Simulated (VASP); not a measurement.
# Te (P6_3/mmc) in VASP: a series of runs

Te is run at these levels: PBE; tasks: single point, relaxation of cell and atoms.

All numbers are computed with VASP 6.6.1; they aren't measurements. Logs are shortened: lines on timing, memory, paths and dates and some standing lists are left out, and cuts for length are marked.

## 1. The cell of the first run

Symmetry: P6_3/mmc, No. 194, hexagonal system. The conventional cell has a = 5.248 Å, b = 5.248 Å, c = 6.310 Å, α = 90.00°, β = 90.00°, γ = 120.00°. Te (site symmetry -6m2) has 5 Te at 3.03 to 3.15 Å within 4.0 Å. Within 4.0 Å of Te (site symmetry -6m2) lie 3 Te at 3.03 Å.

## 2. Single point, PBE

INCAR

```
PREC = Accurate
ENCUT = 520
EDIFF = 1E-6
ISMEAR = 0
SIGMA = 0.1
LREAL = False
LASPH = True
NELM = 60
ALGO = Normal
ISIF = 2
LWAVE = False
LCHARG = False
GGA = PE
NBANDS = 20
```

KPOINTS

```
regular mesh
0
Gamma
  12 12 8
```

POSCAR

```
Te
1.0
    5.2476137624      0.0000000000      0.0000000000
   -2.6238068812      4.5445668275      0.0000000000
    0.0000000000      0.0000000000      6.3097833462
Te
4
Direct
    0.0000000000      0.0000000000      0.2500000000
    0.0000000000      0.0000000000      0.7500000000
    0.3333333333      0.6666666667      0.7500000000
    0.6666666667      0.3333333333      0.2500000000
```

Potentials or basis: VASP PAW PBE potentials, release 64 (Te).

Started as:

```console
$ cat potpaw_PBE.64/Te/POTCAR > POTCAR
$ mpirun -np 1 vasp_std > vasp.out
```

OUTCAR:

```text
PREC = Accurate
   ENCUT = 520
   EDIFF = 1E-6
   ISMEAR = 0
   LREAL = False
   LASPH = True
   NELM = 60
   ISIF = 2
   GGA = PE

 ion  position               nearest neighbor table
   1  0.000  0.000  0.250-   4 3.03   4 3.03   4 3.03   2 3.15   2 3.15
   2  0.000  0.000  0.750-   3 3.03   3 3.03   3 3.03   1 3.15   1 3.15
   3  0.333  0.667  0.750-   2 3.03   2 3.03   2 3.03
   4  0.667  0.333  0.250-   1 3.03   1 3.03   1 3.03

  LATTYP: Found a hexagonal cell.
 ALAT       =     5.2476137624
 C/A-ratio  =     1.2024100157

  Lattice vectors:

 A1 = (   5.2476137624,   0.0000000000,   0.0000000000)
 A2 = (  -2.6238068812,   4.5445668275,   0.0000000000)
 A3 = (   0.0000000000,   0.0000000000,   6.3097833462)

Analysis of symmetry for initial positions (statically):
=====================================================================
 Subroutine PRICEL returns:
 Original cell was already a primitive cell.

 Routine SETGRP: Setting up the symmetry group for a
 hexagonal supercell.

 Subroutine GETGRP returns: Found 24 space group operations
 (whereof 12 operations were pure point group operations)
 out of a pool of 24 trial point group operations.

The static configuration has the point symmetry D_3d.
 The point group associated with its full space group is D_6h.

Analysis of symmetry for dynamics (positions and initial velocities):
=====================================================================
 Subroutine PRICEL returns:
 Original cell was already a primitive cell.

 Routine SETGRP: Setting up the symmetry group for a
 hexagonal supercell.

 Subroutine GETGRP returns: Found 24 space group operations
 (whereof 12 operations were pure point group operations)
 out of a pool of 24 trial point group operations.

The dynamic configuration has the point symmetry D_3d.
 The point group associated with its full space group is D_6h.

 Subroutine INISYM returns: Found 24 space group operations
 (whereof 12 operations are pure point group operations),
 and found     1 'primitive' translations

----------------------------------------------------------------------------------------

                                     Primitive cell

  volume of cell :     150.4765

  direct lattice vectors                    reciprocal lattice vectors
     5.247613762  0.000000000  0.000000000     0.190562805  0.110021487  0.000000000
    -2.623806881  4.544566827  0.000000000     0.000000000  0.220042974  0.000000000
     0.000000000  0.000000000  6.309783346     0.000000000  0.000000000  0.158484047

  length of vectors
     5.247613762  5.247613762  6.309783346     0.220042974  0.220042974  0.158484047

  position of ions in fractional coordinates (direct lattice)
     0.000000000  0.000000000  0.250000000
     0.000000000  0.000000000  0.750000000
     0.333333333  0.666666667  0.750000000
     0.666666667  0.333333333  0.250000000

  ion indices of the primitive-cell ions
   primitive index   ion index
                 1           1
                 2           2
                 3           3
                 4           4

----------------------------------------------------------------------------------------

 KPOINTS: regular mesh

Automatic generation of k-mesh.
 Grid dimensions read from file:
 generate k-points for:   12   12    8

 Generating k-lattice:

  Cartesian coordinates                     Fractional coordinates (reciprocal lattice)
     0.015880234  0.009168457  0.000000000     0.083333333  0.000000000  0.000000000
     0.000000000  0.018336914  0.000000000     0.000000000  0.083333333  0.000000000
     0.000000000  0.000000000  0.019810506     0.000000000  0.000000000  0.125000000

  Length of vectors
     0.018336914  0.018336914  0.019810506

  Shift w.r.t. Gamma in fractional coordinates (k-lattice)
     0.000000000  0.000000000  0.000000000

 Subroutine IBZKPT returns following result:
 ===========================================

 Found     95 irreducible k-points:

 Following reciprocal coordinates:
            Coordinates               Weight
  0.000000  0.000000  0.000000      1.000000
  0.083333  0.000000  0.000000      6.000000
  0.166667  0.000000  0.000000      6.000000
  0.250000  0.000000  0.000000      6.000000
  0.333333  0.000000  0.000000      6.000000
  0.416667 -0.000000  0.000000      6.000000
[... 16 lines left out ...]
  0.250000  0.000000  0.125000     12.000000
  0.333333  0.000000  0.125000     12.000000
 [... further k-points ...]
   k-points           NKPTS =     95   k-points in BZ     NKDIM =     95   number of bands    NBANDS=     20
   number of dos      NEDOS =    301   number of ions     NIONS =      4
   total plane-waves  NPLWV =  76800
   dimension x,y,z NGX =    40 NGY =   40 NGZ =   48
   dimension x,y,z NGXF=    80 NGYF=   80 NGZF=   96
   ions per type =               4
   NGX,Y,Z   is equivalent  to a cutoff of  12.67, 12.67, 12.65 a.u.
   NGXF,Y,Z  is equivalent  to a cutoff of  25.34, 25.34, 25.29 a.u.
 SYSTEM =  unknown system
   PREC   = accura    normal or accurate (medium, high low for compatibility)
   ISTART =      0    job   : 0-new  1-cont  2-samecut
   ICHARG =      2    charge: 1-file 2-atom 10-const
   ISPIN  =      1    spin polarized calculation?
   LNONCOLLINEAR =      F non collinear calculations
   LSORBIT =      F    spin-orbit coupling
   LASPH  =      T    aspherical Exc in radial PAW
   ENCUT  =  520.0 eV  38.22 Ry    6.18 a.u.   9.76  9.76 11.73*2*pi/ulx,y,z
   NELM   =     60;   NELMIN=  2; NELMDL= -5     # of ELM steps
   EDIFF  = 0.1E-05   stopping-criterion for ELM
   LREAL  =      F    real-space projection
[... 7 lines left out ...]
   TEBEG  =    0.0;   TEEND  =   0.0 temperature during run
   PSTRESS=    0.0 pullay stress
   NELECT =      24.0000    total number of electrons
   NUPDOWN=      -1.0000    fix difference up-down
   EMIN   =  10.00;   EMAX   =-10.00  energy-range for DOS
   EFERMI =   0.00;   METHOD = LEGACY
   ISMEAR =     0;   SIGMA  =   0.10  broadening in eV -4-tet -1-fermi 0-gaus
   EFERMI_NEDOS =   21; number of points for ismear=-14 and -15
   IALGO  =     38    algorithm
   IMIX   =      4    mixing-type and parameters
     AMIX     =   0.40;   BMIX     =  1.00
     AMIX_MAG =   1.60;   BMIX_MAG =  1.00
  volume/ion in A,a.u.               =      37.62       253.87
  Fermi-wavevector in a.u.,A,eV,Ry     =   0.887815  1.677726 10.724314  0.788215
  Thomas-Fermi vector in A             =   2.009162
   LORBIT       =      0    0 simple, 1 ext, 2 COOP (PROOUT), +10 PAW based schemes
   GGA     = PE    functional components
   LHFCALC =     F    Hartree Fock is set to
   AEXX    =    0.0000 exact exchange contribution
   IVDW    =     0    specifies the selected vdW correction
   LEPSILON=     F    determine dielectric tensor
   LRPA    =     F    only Hartree local field effects (RPA)
 non-spin polarized calculation
 Gauss-broadening in eV      SIGMA  =   0.10
  energy-cutoff  :      520.00
  volume of cell :      150.48
 maximum number of plane-waves:      4076
 NGX is ok and might be reduce to    40
   NGX = 19   NGY = 19   NGZ = 23

 number of electron      23.9999999 magnetization

 Free energy of the ion-electron system (eV)
  ---------------------------------------------------
  ext. energy  EPLUGINS =         0.00000000
  ---------------------------------------------------
  free energy    TOTEN  =       -11.26761080 eV

  energy without entropy =      -11.24703788  energy(sigma->0) =      -11.25732434

 E-fermi :   4.8802     XC(G=0):  -8.5824

 val. band max:        4.8735680095   @ k =   0.1667   0.0833   0.0000
 cond. band min:       4.8860523179   @ k =   0.2500   0.1667   0.1250
 fundamental gap:      0.0124843084
 Fermi energy:         4.8802244404

 k-point     1 :       0.0000    0.0000    0.0000
  band No.  band energies     occupation
      1      -8.4950      2.00000
      2      -7.1230      2.00000
      3      -4.5342      2.00000
      4      -3.6155      2.00000
      5      -0.5110      2.00000
      6       0.6000      2.00000
[... 12 lines left out ...]
     19       9.7626      0.00000
     20       9.7626      0.00000

 k-point     2 :       0.0833    0.0000    0.0000
  band No.  band energies     occupation
      1      -8.4602      2.00000
      2      -7.0909      2.00000
      3      -4.6373      2.00000
      4      -3.7275      2.00000
      5      -0.4821      2.00000
      6       0.5225      2.00000
[... 12 lines left out ...]
     19       9.6893      0.00000
     20       9.7469      0.00000

 k-point     3 :       0.1667    0.0000    0.0000
  band No.  band energies     occupation
      1      -8.3580      2.00000
      2      -6.9968      2.00000
      3      -4.9101      2.00000
      4      -4.0243      2.00000
      5      -0.3992      2.00000
      6       0.3465      2.00000
[... 12 lines left out ...]
     19      10.0004      0.00000
     20      10.1468      0.00000

 k-point     4 :       0.2500    0.0000    0.0000
  band No.  band energies     occupation
      1      -8.1963      2.00000
      2      -6.8498      2.00000
      3      -5.2708      2.00000
      4      -4.4232      2.00000
      5      -0.2750      2.00000
      6       0.1545      2.00000
[... 12 lines left out ...]
     19      10.3770      0.00000
     20      10.7229      0.00000

 k-point     5 :       0.3333    0.0000    0.0000
  band No.  band energies     occupation
      1      -7.9947      2.00000
      2      -6.6773      2.00000
      3      -5.6190      2.00000
      4      -4.8487      2.00000
      5      -0.1342      2.00000
      6      -0.0052      2.00000
[... 12 lines left out ...]
     19      10.6638      0.00000
     20      10.8583      0.00000
[... 353 lines left out ...]
      6       0.5545      2.00000
[... 12 lines left out ...]
     19       9.8085      0.00000
     20      10.0298      0.00000

 k-point    22 :       0.1667    0.0000    0.1250
  band No.  band energies     occupation
      1      -8.3172      2.00000
      2      -7.0640      2.00000
      3      -4.8885      2.00000
      4      -4.0897      2.00000
      5      -0.1795      2.00000
      6       0.3813      2.00000
[... 12 lines left out ...]
     19      10.1940      0.00000
     20      10.4220      0.00000

 k-point    23 :       0.2500    0.0000    0.1250
  band No.  band energies     occupation
      1      -8.1553      2.00000
      2      -6.9137      2.00000
      3      -5.2509      2.00000
      4      -4.4868      2.00000
      5      -0.0556      2.00000
      6       0.1915      2.00000
[... 12 lines left out ...]
     19      10.6177      0.00000
     20      10.9403      0.00000

 k-point    24 :       0.3333    0.0000    0.1250
  band No.  band energies     occupation
      1      -7.9529      2.00000
      2      -6.7338      2.00000
      3      -5.6049      2.00000
      4      -4.9122      2.00000
      5       0.0332      2.00000
      6       0.0876      2.00000
[... 12 lines left out ...]
     19      10.6689      0.00000
     20      11.0439      0.00000

 [... further k-points ...]
[... 5 lines left out ...]
  --------------------------------------------------------------------------------------
  -------------------------------------------------------------------------------------
  Total       -0.0479179     -0.0479179     -0.0250628      0.0000000     -0.0000000      0.0000000
  in kB       -0.5101990     -0.5101990     -0.2668527      0.0000000     -0.0000000      0.0000000
  external PRESSURE =      -0.4290836 kB  Pullay stress =       0.0000000 kB

 VOLUME and BASIS-vectors are now :
 -----------------------------------------------------------------------------
  energy-cutoff  :      520.00
  volume of cell :      150.48
      direct lattice vectors                 reciprocal lattice vectors
     5.247613762  0.000000000  0.000000000     0.190562805  0.110021487  0.000000000
    -2.623806881  4.544566827  0.000000000     0.000000000  0.220042974  0.000000000
     0.000000000  0.000000000  6.309783346     0.000000000  0.000000000  0.158484047

 POSITION                                       TOTAL-FORCE (eV/Angst)
 -----------------------------------------------------------------------------------
      0.00000      0.00000      1.57745         0.000000      0.000000      0.000000
      0.00000      0.00000      4.73234         0.000000     -0.000000      0.000000
     -0.00000      3.02971      4.73234        -0.000000      0.000000     -0.000000
      2.62381      1.51486      1.57745         0.000000      0.000000      0.000000
 -----------------------------------------------------------------------------------
    total drift:                                0.000000     -0.000000      0.000000

  FREE ENERGIE OF THE ION-ELECTRON SYSTEM (eV)
  ---------------------------------------------------
  free  energy   TOTEN  =       -11.2676108027 eV

  energy  without entropy=      -11.2470378842  energy(sigma->0) =      -11.25732434
```

Wall time 93 s (1 thread of Intel Xeon 6975P-C (Granite Rapids), shared host); peak memory 0.39 GiB.

Results:

| Quantity | Value |
| --- | --- |
| Free energy | -11.2676 eV |
| Pressure | 0.0 GPa |
| Band gap on the k mesh | zero (band 12 reaches 5.73 eV, above the bottom of band 13 at 4.06 eV) |

Levels at points of the mesh, in eV from the Fermi level:
```csv
k point,band 8,band 9,band 10,band 11,band 12,band 13,band 14,band 15,band 16,band 17
"(0.00, 0.00, 0.00)",-3.50,-3.50,-1.12,-0.40,-0.19,-0.19,0.36,0.36,2.85,4.54
"(0.50, 0.00, 0.00)",-2.90,-2.70,-2.11,-0.93,0.85,0.92,1.66,2.38,2.51,3.85
"(0.00, 0.00, 0.50)",-3.88,-2.79,-2.79,-0.16,-0.16,-0.16,-0.16,-0.12,-0.12,6.13
"(0.50, 0.00, 0.50)",-3.26,-1.99,-1.99,-0.63,-0.63,0.82,0.82,1.99,1.99,5.49
```

Caveat: spin-orbit coupling is left out, which moves the levels of the heavy elements.

## 3. Single point, PBE

This run uses another cell than the first one, of 55.04 Å³/atom, 1.463 times its volume.

INCAR

```
PREC     = Accurate       # precision mode
ENCUT    = 520            # plane-wave cutoff, eV
EDIFF    = 1E-6           # SCF threshold, eV
ISMEAR   = 0              # smearing method
SIGMA    = 0.1            # smearing width, eV
LREAL    = F              # projectors in reciprocal space
LASPH    = T              # aspherical terms in the spheres
NELM     = 60             # most SCF steps
ALGO     = Normal         # electronic algorithm
ISIF     = 2              # what is computed and relaxed
LWAVE    = F              # write WAVECAR
LCHARG   = F              # write CHGCAR
GGA      = PE             # functional
NBANDS   = 20             # bands
```

KPOINTS

```
Automatic mesh
0
Gamma
  6 6 2
```

POSCAR

```
Te
1.0
    4.9347279100      0.0000000000      0.0000000000
   -2.4673639551      4.2735997308      0.0000000000
    0.0000000000      0.0000000000     10.4400723712
Te
4
Direct
    0.3333333333      0.6666666667      0.4623147793
    0.6666666667      0.3333333333      0.9623147793
    0.6666666667      0.3333333333      0.5376852207
    0.3333333333      0.6666666667      0.0376852207
```

Potentials or basis: VASP PAW PBE potentials, release 64 (Te).

Started as:

```console
$ cat potpaw_PBE.64/Te/POTCAR > POTCAR
$ mpirun -np 1 vasp_std > vasp.out
```

Run time: 1.7 min. Hardware: 1 thread of Oxide Virtual Turin-like, shared host; peak memory 0.3 GiB.

It converged, with:

```
Free energy            : -11.4633 eV
Pressure               : 0.1 GPa
Largest force          : 0.015 eV/Å
Band gap on the k mesh : zero (band 12 reaches 2.22 eV, above the bottom of band 13 at 1.92 eV)
```

Forces on the atoms (eV/Å):
```
Te   0.000  0.000  0.015
Te   0.000  0.000  0.015
Te   0.000  0.000 -0.015
Te   0.000  0.000 -0.015
```

Stress tensor (GPa, compression positive):
```
0.03 0.00 0.00
0.00 0.03 0.00
0.00 0.00 0.14
```

Levels at points of the mesh, in eV from the Fermi level:
```csv
k point,band 8,band 9,band 10,band 11,band 12,band 13,band 14,band 15,band 16,band 17
"(0.00, 0.00, 0.00)",-3.75,-3.09,-2.39,-0.87,-0.14,-0.14,-0.02,-0.02,0.16,3.50
"(0.50, 0.00, 0.00)",-3.42,-2.27,-1.61,-1.59,-1.14,1.57,1.67,1.94,2.00,4.25
"(0.00, 0.00, 0.50)",-3.78,-2.81,-2.81,-0.30,-0.30,-0.08,-0.08,-0.08,-0.08,4.24
"(0.50, 0.00, 0.50)",-3.60,-2.01,-2.01,-1.32,-1.32,1.81,1.81,1.81,1.81,4.67
```

Caveat: spin-orbit coupling is left out, which moves the levels of the heavy elements; this functional lacks dispersion, which binds the layers, so the pressure and a relaxed spacing across them are unreliable.

(Part 1 of 2 ends here.)
